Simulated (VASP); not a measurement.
Crystal: Mg2As.

```xyz
3
Lattice="-2.3736 2.3736 3.1051 2.3736 -2.3736 3.1051 2.3736 2.3736 -3.1051" Properties=species:S:1:pos:R:3 pbc="T T T"
Mg    0.0000    2.3736    1.5525
Mg    2.3736    0.0000    1.5525
As    0.0000    0.0000    0.0000
```

- Program: VASP 6.6.1
- Task: relaxation of cell and atoms
- Functional: PBE
- Potentials or basis: VASP PAW PBE potentials, release 64 (Mg, As)
- Cutoff: 600 eV
- k mesh: 14 × 14 × 14
- Occupations: gaussian, width 0.1 eV
- Spin: no spin polarisation

At the start: pressure -0.4 GPa; volume 23.33 Å³/atom.

Task: How do energy, volume and symmetry change on relaxing?

Result: Over 7 steps the energy falls by 4.3 meV/atom and the volume is 23.08 Å³/atom (-1.1 %); space group I4/mmm (No. 139, to 0.1 Å) before, Fm-3m (No. 225, to 0.1 Å).

Step by step:
```csv
step,energy change (eV),largest force (eV/Å),pressure (GPa),volume (Å³)
1,0.0000,0.0000,-0.40,69.98
2,-0.0033,0.0000,-0.07,69.39
3,-0.0054,0.0000,0.34,68.65
4,-0.0055,0.0000,0.48,68.38
5,-0.0081,0.0000,0.37,68.55
6,-0.0125,0.0000,0.06,69.06
7,-0.0129,0.0000,-0.04,69.23
```

Final structure:
```yaml
crystal:
  lattice:
    - [-2.30800, 2.30800, 3.24889]
    - [2.30800, -2.30800, 3.24889]
    - [2.30800, 2.30800, -3.24889]
  atoms:
    - { symbol: Mg, position: [0.75000, 0.25000, 0.50000] }
    - { symbol: Mg, position: [0.25000, 0.75000, 0.50000] }
    - { symbol: As, position: [0.00000, 0.00000, 0.00000] }
```
